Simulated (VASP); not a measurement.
The system is Cd5Se.

```
CELL_PARAMETERS angstrom
3.25221 1.87766 4.72684
-3.25221 1.87766 4.72684
0.00000 -3.75532 4.72684
ATOMIC_POSITIONS crystal
Cd 0.00000 0.00000 0.50000
Cd 0.50000 0.00000 0.00000
Cd 0.00000 0.50000 0.00000
Cd 0.40564 0.40564 0.40564
Cd 0.59436 0.59436 0.59436
Se 0.00000 0.00000 0.00000
```

The cell was generated, and may not be a known phase.

| Property | Result |
| --- | --- |
| Program | VASP 6.6.1 |
| Task | relaxation of cell and atoms |
| Functional | PBE |
| Potentials or basis | VASP PAW PBE potentials, release 64 (Cd, Se) |
| Cutoff | 600 eV |
| k mesh | 3 × 3 × 3 |
| Occupations | gaussian, width 0.1 eV |
| Spin | no spin polarisation |

At the start: pressure -2.3 GPa; volume 28.86 Å³/atom.

Task: Where does the relaxation end?

Result: Over 23 steps the energy falls by 125.2 meV/atom and the volume is 25.31 Å³/atom (-12.3 %); space group R-3m (No. 166, to 0.1 Å) before and after.

Step by step:
```
step  energy change (eV)  largest force (eV/Å)  pressure (GPa)  volume (Å³)
   1              0.0000                1.0862           -2.27       173.19
   2             -0.2255                0.8517           -1.51       163.14
   3             -0.3766                0.5772            1.18       147.58
   4             -0.4369                0.3426            0.39       149.73
   5             -0.4731                0.1921           -0.42       152.43
   6             -0.4771                0.1031           -1.68       157.92
   7             -0.5122                0.0884           -1.36       156.26
   8             -0.5713                0.1352           -0.13       151.32
   9             -0.5905                0.1631           -0.11       150.92
  10             -0.6483                0.2284            0.30       149.66
  11             -0.6901                0.3555            1.71       146.70
  12             -0.6956                0.3425            1.07       147.69
  13             -0.6962                0.3474            1.29       147.34
  14             -0.7076                0.3198            1.11       148.25
  15             -0.7260                0.2521            0.63       150.94
  16             -0.7280                0.2238            0.43       152.08
  17             -0.7344                0.2009            0.20       152.66
  18             -0.7414                0.1459           -0.42       154.16
  19             -0.7452                0.1228           -0.28       153.36
  20             -0.7491                0.0650            0.03       151.52
  21             -0.7491                0.0628            0.05       151.44
  22             -0.7499                0.0502            0.05       151.55
  23             -0.7513                0.0074            0.03       151.89
```

Final structure:
```
CELL_PARAMETERS angstrom
3.27267 1.88948 4.09384
-3.27267 1.88948 4.09384
0.00000 -3.77896 4.09384
ATOMIC_POSITIONS crystal
Cd 0.00000 0.00000 0.50000
Cd 0.50000 0.00000 0.00000
Cd 0.00000 0.50000 0.00000
Cd 0.37705 0.37705 0.37705
Cd 0.62295 0.62295 0.62295
Se 0.00000 0.00000 0.00000
```

Caveat: the k points lie up to 0.41 Å⁻¹ apart in the final cell, too coarse for converged energies and pressures of a metal.
